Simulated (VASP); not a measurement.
# SnSe (Fm-3m) in VASP: further runs, part 2 of 2

VASP 6.6.1.

## Step 4: Single point, r2SCAN

This run uses another cell than the first one, of 27.04 Å³/atom, 1.036 times its volume.

POSCAR

```
SnSe
1.0
    0.0000000000      3.0016463100      3.0016463100
    3.0016463100      0.0000000000      3.0016463100
    3.0016463100      3.0016463100      0.0000000000
Sn Se
1 1
Direct
    0.0000000000      0.0000000000      0.0000000000
    0.5000000000      0.5000000000      0.5000000000
```

INCAR.step1

```
PREC     = Accurate       # precision mode
ENCUT    = 520            # plane-wave cutoff, eV
ISMEAR   = 0              # smearing method
SIGMA    = 0.01           # smearing width, eV
LREAL    = F              # projectors in reciprocal space
LASPH    = T              # aspherical terms in the spheres
NELM     = 80             # most SCF steps
NBANDS   = 17             # bands
GGA      = PE             # functional
ALGO     = Normal         # electronic algorithm
EDIFF    = 1E-4           # SCF threshold, eV
LWAVE    = T              # write WAVECAR
LCHARG   = F              # write CHGCAR
```

INCAR.step2

```
PREC     = Accurate       # precision mode
ENCUT    = 520            # plane-wave cutoff, eV
EDIFF    = 1E-6           # SCF threshold, eV
ISMEAR   = 0              # smearing method
SIGMA    = 0.01           # smearing width, eV
LREAL    = F              # projectors in reciprocal space
LASPH    = T              # aspherical terms in the spheres
NELM     = 80             # most SCF steps
ALGO     = Normal         # electronic algorithm
ISIF     = 2              # what is computed and relaxed
LWAVE    = F              # write WAVECAR
LCHARG   = F              # write CHGCAR
METAGGA  = R2SCAN         # meta-GGA
LMIXTAU  = T            
NBANDS   = 17             # bands
ISTART   = 1
```

KPOINTS

```
Automatic mesh
0
Gamma
  6 6 6
```

On the command line:

```sh
$ cat potpaw_PBE.64/Sn_d/POTCAR potpaw_PBE.64/Se/POTCAR > POTCAR
$ cp INCAR.step1 INCAR
$ mpirun -np 1 vasp_std > vasp.out
$ cp INCAR.step2 INCAR
$ mpirun -np 1 vasp_std > vasp.out
```

It took 1.8 min on 1 thread of AMD EPYC 7R43 (Zen 3), shared host; peak memory 0.15 GiB.

It converged, with:

- Free energy: -39.8915 eV
- Pressure: 0.0 GPa
- Band gap on the k mesh: 0.49 eV, direct

Levels at points of the mesh, in eV from the valence-band top:
| k point | band 6 | band 7 | band 8 | band 9 | band 10 | band 11 | band 12 | band 13 | band 14 | band 15 |
| --- | --- | --- | --- | --- | --- | --- | --- | --- | --- | --- |
| (0.00, 0.00, 0.00) | -14.79 | -5.22 | -2.67 | -2.67 | -2.67 | 4.40 | 4.40 | 4.40 | 6.04 | 6.04 |
| (0.50, 0.00, 0.00) | -13.80 | -8.61 | -2.40 | -2.40 | 0.00 | 0.49 | 1.13 | 1.13 | 8.60 | 10.45 |
| (0.50, 0.50, 0.00) | -13.49 | -6.35 | -6.01 | -4.14 | -4.14 | 3.09 | 5.51 | 5.51 | 6.21 | 10.64 |

Caveat: the PAW data sets were made with another functional, which shifts forces and pressure a little; spin-orbit coupling is left out, which moves the levels of the heavy elements.

## Step 5: Relaxation of cell and atoms, PBEsol

This run uses another cell than the first one, of 27.27 Å³/atom, 1.045 times its volume.

INCAR

```
ALGO = Normal ; EDIFF = 1E-6
EDIFFG = -0.03 ; ENCUT = 600
GGA = PS ; IBRION = 2
ISIF = 3 ; ISMEAR = 0
LASPH = T ; LCHARG = F
LREAL = F ; LWAVE = F
NELM = 100 ; NSW = 100
PREC = Accurate ; SIGMA = 0.01
```

KPOINTS

```
k-points
0
Gamma
  6 6 6
```

POSCAR

```
SnSe
1.0
    0.0000000000      3.0100000000      3.0100000000
    3.0100000000      0.0000000000      3.0100000000
    3.0100000000      3.0100000000      0.0000000000
Sn Se
1 1
Direct
    0.0000000000      0.0000000000      0.0000000000
    0.5000000000      0.5000000000      0.5000000000
```

Potentials or basis: VASP PAW PBE potentials, release 64 (Sn_d, Se).

On the command line:

```sh
$ cat potpaw_PBE.64/Sn_d/POTCAR potpaw_PBE.64/Se/POTCAR > POTCAR
$ mpirun -np 1 vasp_std > vasp.out
```

OUTCAR:

```text
EDIFF = 1E-6
   EDIFFG = -0.03
   ENCUT = 600
   GGA = PS
   IBRION = 2
   ISIF = 3
   ISMEAR = 0
   LASPH = T
   LREAL = F
   NELM = 100
   NSW = 100
   PREC = Accurate

 ion  position               nearest neighbor table
   1  0.000  0.000  0.000-   2 3.01   2 3.01   2 3.01   2 3.01   2 3.01   2 3.01
   2  0.500  0.500  0.500-   1 3.01   1 3.01   1 3.01   1 3.01   1 3.01   1 3.01

  LATTYP: Found a face centered cubic cell.
 ALAT       =     6.0200000000

  Lattice vectors:

 A1 = (   0.0000000000,   3.0100000000,   3.0100000000)
 A2 = (   3.0100000000,   0.0000000000,   3.0100000000)
 A3 = (   3.0100000000,   3.0100000000,   0.0000000000)

Analysis of symmetry for initial positions (statically):
=====================================================================
 Subroutine PRICEL returns:
 Original cell was already a primitive cell.

 Routine SETGRP: Setting up the symmetry group for a
 face centered cubic supercell.

[... 218 lines left out ...]
     13      10.5608      0.00000
     14      11.8038      0.00000
[... 288 lines left out ...]
--------------------------------------- Ionic step        3  -------------------------------------------

 number of electron      19.9999999 magnetization

 Free energy of the ion-electron system (eV)
  ---------------------------------------------------
  ext. energy  EPLUGINS =         0.00000000
  ---------------------------------------------------
  free energy    TOTEN  =        -9.00942519 eV

  energy without entropy =       -9.00942519  energy(sigma->0) =       -9.00942519

 E-fermi :   5.8520     XC(G=0):  -9.9756

 val. band max:        5.8021283078   @ k =   0.5000   0.0000   0.0000
 cond. band min:       6.6415408822   @ k =   0.5000   0.0000   0.0000
 fundamental gap:      0.8394125744
 Fermi energy:         5.8519693994

 k-point     1 :       0.0000    0.0000    0.0000
  band No.  band energies     occupation
      1     -15.5652      2.00000
      2     -15.5652      2.00000
      3     -15.5634      2.00000
      4     -15.5634      2.00000
      5     -15.5634      2.00000
      6      -8.2674      2.00000
      7       0.9487      2.00000
      8       3.6045      2.00000
      9       3.6045      2.00000
     10       3.6045      2.00000
     11      10.3663      0.00000
     12      10.3663      0.00000
     13      10.3663      0.00000
     14      11.6729      0.00000
[... 282 lines left out ...]
  FREE ENERGIE OF THE ION-ELECTRON SYSTEM (eV)
  ---------------------------------------------------
  free  energy   TOTEN  =        -9.0094251867 eV

  energy  without entropy=       -9.0094251867  energy(sigma->0) =       -9.00942519

 reached required accuracy - stopping structural energy minimisation
```

Run time: 74 s. Hardware: 1 thread of AMD EPYC 7R43 (Zen 3), shared host; peak memory 0.18 GiB.

Results:

```yaml
Free_energy: -9.0094 eV
Relaxed_volume: 26.13 Å³/atom
Relaxed_cell: a = 4.197 Å, b = 4.197 Å, c = 4.197 Å, α = 60.00°, β = 60.00°, γ = 60.00°
Space_group_after_relaxing_to_0.05_Å: Fm-3m (No. 225)
Energy_gained_by_relaxing: 8.2 meV/atom
Ionic_steps: 3
Pressure_after_relaxing: 0.0 GPa
Band_gap_on_the_k_mesh: 0.84 eV, direct
```

Step by step:
| step | energy change (eV) | largest force (eV/Å) | pressure (GPa) | volume (Å³) |
| --- | --- | --- | --- | --- |
| 1 | 0.0000 | 0.0000 | -2.23 | 54.54 |
| 2 | -0.0149 | 0.0000 | 0.74 | 51.60 |
| 3 | -0.0164 | 0.0000 | 0.02 | 52.26 |

Final structure:
```cif
data_structure
_symmetry_space_group_name_H-M 'P 1'
_symmetry_Int_Tables_number 1
_cell_length_a 4.1966
_cell_length_b 4.1966
_cell_length_c 4.1966
_cell_angle_alpha 60.000
_cell_angle_beta 60.000
_cell_angle_gamma 60.000
_cell_volume 52.26
loop_
_atom_site_label
_atom_site_type_symbol
_atom_site_fract_x
_atom_site_fract_y
_atom_site_fract_z
_atom_site_occupancy
Sn1 Sn 0.00000 0.00000 0.00000 1
Se1 Se 0.50000 0.50000 0.50000 1
```

Levels at points of the mesh, in eV from the valence-band top:
| k point | band 7 | band 8 | band 9 | band 10 | band 11 | band 12 | band 13 | band 14 |
| --- | --- | --- | --- | --- | --- | --- | --- | --- |
| (0.00, 0.00, 0.00) | -4.85 | -2.20 | -2.20 | -2.20 | 4.56 | 4.56 | 4.56 | 5.87 |
| (0.50, 0.00, 0.00) | -8.19 | -1.94 | -1.94 | 0.00 | 0.84 | 1.30 | 1.30 | 8.36 |
| (0.50, 0.50, 0.00) | -5.93 | -5.69 | -3.74 | -3.74 | 2.89 | 5.68 | 5.68 | 6.32 |

Caveat: the PAW data sets were made with another functional, which shifts forces and pressure a little; spin-orbit coupling is left out, which moves the levels of the heavy elements. A k mesh can miss the band edges.

## Step 6: Relaxation of cell and atoms, r2SCAN+D4

This run uses another cell than the first one, of 27.27 Å³/atom, 1.045 times its volume.

POSCAR is that of step 5.

INCAR.step1

```
SYSTEM = SnSe
PREC     = Accurate       ! precision mode
ENCUT    = 600            ! plane-wave cutoff, eV
ISMEAR   = 0              ! smearing method
SIGMA    = 0.01           ! smearing width, eV
LREAL    = .False.        ! projectors in reciprocal space
LASPH    = .True.         ! aspherical terms in the spheres
NELM     = 60             ! most SCF steps
GGA      = PE             ! functional
ALGO     = Normal         ! electronic algorithm
EDIFF    = 1E-4           ! SCF threshold, eV
LWAVE    = .True.         ! write WAVECAR
LCHARG   = .False.        ! write CHGCAR
```

INCAR.step2

```
SYSTEM = SnSe
PREC     = Accurate       ! precision mode
ENCUT    = 600            ! plane-wave cutoff, eV
EDIFF    = 1E-6           ! SCF threshold, eV
ISMEAR   = 0              ! smearing method
SIGMA    = 0.01           ! smearing width, eV
LREAL    = .False.        ! projectors in reciprocal space
LASPH    = .True.         ! aspherical terms in the spheres
NELM     = 60             ! most SCF steps
ALGO     = Normal         ! electronic algorithm
ISIF     = 3              ! what is computed and relaxed
LWAVE    = .False.        ! write WAVECAR
LCHARG   = .False.        ! write CHGCAR
METAGGA  = R2SCAN         ! meta-GGA
LMIXTAU  = .True.       
IVDW     = 13             ! dispersion correction
VDW_S6   = 1.0          
VDW_S8   = 0.6018749    
VDW_A1   = 0.51559235   
VDW_A2   = 5.77342911   
IBRION   = 2              ! ionic algorithm
NSW      = 100            ! ionic steps
EDIFFG   = -0.03          ! ionic threshold
ISTART   = 1
```

KPOINTS

```
regular mesh
0
Gamma
  6 6 6
  0 0 0
```

Potentials or basis: VASP PAW PBE potentials, release 64 (Sn_d, Se).

On the command line:

```sh
$ cat potpaw_PBE.64/Sn_d/POTCAR potpaw_PBE.64/Se/POTCAR > POTCAR
$ cp INCAR.step1 INCAR
$ mpirun -np 1 vasp_std > vasp.out
$ cp INCAR.step2 INCAR
$ mpirun -np 1 vasp_std > vasp.out
```

OUTCAR:

```text
SYSTEM = SnSe
   PREC = Accurate
   ENCUT = 600
   EDIFF = 1E-6
   ISMEAR = 0
   LREAL = .False.
   LASPH = .True.
   NELM = 60
   ISIF = 3
   METAGGA = R2SCAN
   IVDW = 13
   IBRION = 2
   NSW = 100
   EDIFFG = -0.03
   ISTART = 1

 ion  position               nearest neighbor table
   1  0.000  0.000  0.000-   2 3.01   2 3.01   2 3.01   2 3.01   2 3.01   2 3.01
   2  0.500  0.500  0.500-   1 3.01   1 3.01   1 3.01   1 3.01   1 3.01   1 3.01

  LATTYP: Found a face centered cubic cell.
 ALAT       =     6.0200000000

  Lattice vectors:

 A1 = (   0.0000000000,   3.0100000000,   3.0100000000)
 A2 = (   3.0100000000,   0.0000000000,   3.0100000000)
 A3 = (   3.0100000000,   3.0100000000,   0.0000000000)

Analysis of symmetry for initial positions (statically):
=====================================================================
 Subroutine PRICEL returns:
[... 166 lines left out ...]
------------------------ aborting loop because EDIFF is reached ----------------------------------------

  DFT-D4 for vdW energy calculation

  Edisp (eV):   -0.26623
[... 71 lines left out ...]
--------------------------------------- Ionic step        3  -------------------------------------------

 number of electron      19.9999998 magnetization

 Free energy of the ion-electron system (eV)
  ---------------------------------------------------
  ext. energy  EPLUGINS =         0.00000000
  ---------------------------------------------------
  free energy    TOTEN  =       -39.89165589 eV

  energy without entropy =      -39.89165589  energy(sigma->0) =      -39.89165589

 E-fermi :   5.9810     XC(G=0): -10.3025

 val. band max:        5.9338487340   @ k =   0.5000   0.0000   0.0000
 cond. band min:       6.4873810464   @ k =   0.5000   0.0000   0.0000
 fundamental gap:      0.5535323124
 Fermi energy:         5.9810020844

 k-point     1 :       0.0000    0.0000    0.0000
  band No.  band energies     occupation
      1     -16.6021      2.00000
      2     -16.6021      2.00000
      3     -16.5983      2.00000
      4     -16.5983      2.00000
      5     -16.5983      2.00000
      6      -8.9440      2.00000
      7       0.7653      2.00000
      8       3.2320      2.00000
      9       3.2320      2.00000
     10       3.2320      2.00000
     11      10.3887      0.00000
     12      10.3887      0.00000
     13      10.3887      0.00000
     14      11.9599      0.00000
[... 286 lines left out ...]
  FREE ENERGIE OF THE ION-ELECTRON SYSTEM (eV)
  ---------------------------------------------------
  free  energy   TOTEN  =       -40.1631088618 eV

  energy  without entropy=      -40.1631088618  energy(sigma->0) =      -40.16310886

 reached required accuracy - stopping structural energy minimisation
```

OUTCAR.step1:

```text
SYSTEM = SnSe
   PREC = Accurate
   ENCUT = 600
   ISMEAR = 0
   LREAL = .False.
   LASPH = .True.
[... 483 lines left out ...]
      0.00000      0.00000      0.00000        -0.000000      0.000000     -0.000000
      3.01000      3.01000      3.01000         0.000000     -0.000000      0.000000
 -----------------------------------------------------------------------------------
    total drift:                               -0.000000      0.000000      0.000000

  FREE ENERGIE OF THE ION-ELECTRON SYSTEM (eV)
  ---------------------------------------------------
  free  energy   TOTEN  =        -8.2355564997 eV

  energy  without entropy=       -8.2355564997  energy(sigma->0) =       -8.23555650
```

Wall time 6 min (1 thread of AMD EPYC 7R43 (Zen 3), shared host); peak memory 0.2 GiB.

What came out:

| Quantity | Value |
| --- | --- |
| Free energy | -40.1631 eV |
| Relaxed volume | 26.69 Å³/atom |
| Relaxed cell | a = 4.226 Å, b = 4.226 Å, c = 4.226 Å, α = 60.00°, β = 60.00°, γ = 60.00° |
| Space group after relaxing (to 0.05 Å) | Fm-3m (No. 225) |
| Energy gained by relaxing | 2.1 meV/atom |
| Ionic steps | 3 |
| Pressure after relaxing | 0.0 GPa |
| Band gap on the k mesh | 0.55 eV, direct |
| Dispersion energy per atom | -0.136 eV |

Step by step:
| step | energy change (eV) | largest force (eV/Å) | pressure (GPa) | volume (Å³) |
| --- | --- | --- | --- | --- |
| 1 | 0.0000 | 0.0000 | -1.11 | 54.54 |
| 2 | -0.0038 | 0.0000 | 0.34 | 53.07 |
| 3 | -0.0041 | 0.0000 | 0.02 | 53.38 |

Final structure:
```yaml
crystal:
  lattice:
    - [0.00000, 2.98851, 2.98851]
    - [2.98851, 0.00000, 2.98851]
    - [2.98851, 2.98851, 0.00000]
  atoms:
    - { symbol: Sn, position: [0.00000, 0.00000, 0.00000] }
    - { symbol: Se, position: [0.50000, 0.50000, 0.50000] }
```

Caveat: the PAW data sets were made with another functional, which shifts forces and pressure a little; spin-orbit coupling is left out, which moves the levels of the heavy elements.

## Step 7: Relaxation of cell and atoms, r2SCAN

This run uses another cell than the first one, of 27.27 Å³/atom, 1.045 times its volume.

POSCAR is that of step 6.

INCAR.step1

```
PREC = Accurate
ENCUT = 600
ISMEAR = 0
SIGMA = 0.01
LREAL = F
LASPH = T
NELM = 100
GGA = PE
ALGO = Normal
EDIFF = 1E-4
LWAVE = T
LCHARG = F
```

INCAR.step2

```
PREC = Accurate
ENCUT = 600
EDIFF = 1E-7
ISMEAR = 0
SIGMA = 0.01
LREAL = F
LASPH = T
NELM = 100
ALGO = Normal
ISIF = 3
LWAVE = F
LCHARG = F
METAGGA = R2SCAN
LMIXTAU = T
IBRION = 2
NSW = 100
EDIFFG = -0.03
ISTART = 1
```

KPOINTS

```
Automatic mesh
0
Gamma
  6 6 6
```

On the command line:

```sh
$ cat potpaw_PBE.64/Sn_d/POTCAR potpaw_PBE.64/Se/POTCAR > POTCAR
$ cp INCAR.step1 INCAR
$ mpirun -np 1 vasp_std > vasp.out
$ cp INCAR.step2 INCAR
$ mpirun -np 1 vasp_std > vasp.out
```

Run time: 3.6 min. Hardware: 1 thread of AMD EPYC 7R43 (Zen 3), shared host; peak memory 0.19 GiB.

The run converged. Its results:

```yaml
Free_energy: -39.8933 eV
Relaxed_volume: 26.99 Å³/atom
Relaxed_cell: a = 4.242 Å, b = 4.242 Å, c = 4.242 Å, α = 60.00°, β = 60.00°, γ = 60.00°
Space_group_after_relaxing_to_0.05_Å: Fm-3m (No. 225)
Energy_gained_by_relaxing: 0.3 meV/atom
Ionic_steps: 2
Pressure_after_relaxing: 0.1 GPa
Band_gap_on_the_k_mesh: 0.50 eV, direct
```

The path:
```csv
step,energy change (eV),largest force (eV/Å),pressure (GPa),volume (Å³)
1,0.0000,0.0000,-0.42,54.54
2,-0.0005,0.0000,0.13,53.98
```

Final structure:
```yaml
crystal:
  lattice:
    - [0.00000, 2.99956, 2.99956]
    - [2.99956, 0.00000, 2.99956]
    - [2.99956, 2.99956, 0.00000]
  atoms:
    - { symbol: Sn, position: [0.00000, 0.00000, 0.00000] }
    - { symbol: Se, position: [0.50000, 0.50000, 0.50000] }
```

Levels at points of the mesh, in eV from the valence-band top:
| k point | band 8 | band 9 | band 10 | band 11 | band 12 | band 13 |
| --- | --- | --- | --- | --- | --- | --- |
| (0.00, 0.00, 0.00) | -2.67 | -2.67 | -2.67 | 4.40 | 4.40 | 4.40 |
| (0.50, 0.00, 0.00) | -2.40 | -2.40 | 0.00 | 0.50 | 1.13 | 1.13 |
| (0.50, 0.50, 0.00) | -6.02 | -4.15 | -4.15 | 3.09 | 5.53 | 5.53 |

Caveat: the PAW data sets were made with another functional, which shifts forces and pressure a little; spin-orbit coupling is left out, which moves the levels of the heavy elements. A k mesh can miss the band edges.

## Step 8: The runs side by side

| task | level | cell | cutoff (eV) | gap on the mesh (eV) | pressure (GPa) | relaxed volume (Å³/atom) |
| --- | --- | --- | --- | --- | --- | --- |
| single point | PBEsol | a = 4.195 Å, angles 60.0°, 2 atoms | 520 | 0.84 | 0.0 | - |
| single point | r2SCAN+D4 | a = 4.226 Å, angles 60.0°, 2 atoms | 520 | 0.55 | 0.0 | - |
| single point | r2SCAN | a = 4.245 Å, angles 60.0°, 2 atoms | 520 | 0.49 | 0.0 | - |
| relaxation of cell and atoms | PBEsol | relaxed from a = 4.257 Å, angles 60.0°, 2 atoms | 600 | 0.84 | 0.0 | 26.13 |
| relaxation of cell and atoms | r2SCAN+D4 | relaxed from a = 4.257 Å, angles 60.0°, 2 atoms | 600 | 0.55 | 0.0 | 26.69 |
| relaxation of cell and atoms | r2SCAN | relaxed from a = 4.257 Å, angles 60.0°, 2 atoms | 600 | 0.50 | 0.1 | 26.99 |

Alike in all rows: potentials or basis VASP PAW PBE potentials, release 64 (Sn_d, Se); no spin polarisation; k mesh 6 × 6 × 6; smearing gaussian 0.01 eV.

Caveats: the PAW data sets were made with another functional, which shifts forces and pressure a little; spin-orbit coupling is left out, which moves the levels of the heavy elements.

Absolute energies hang on the potentials; compare differences alone.
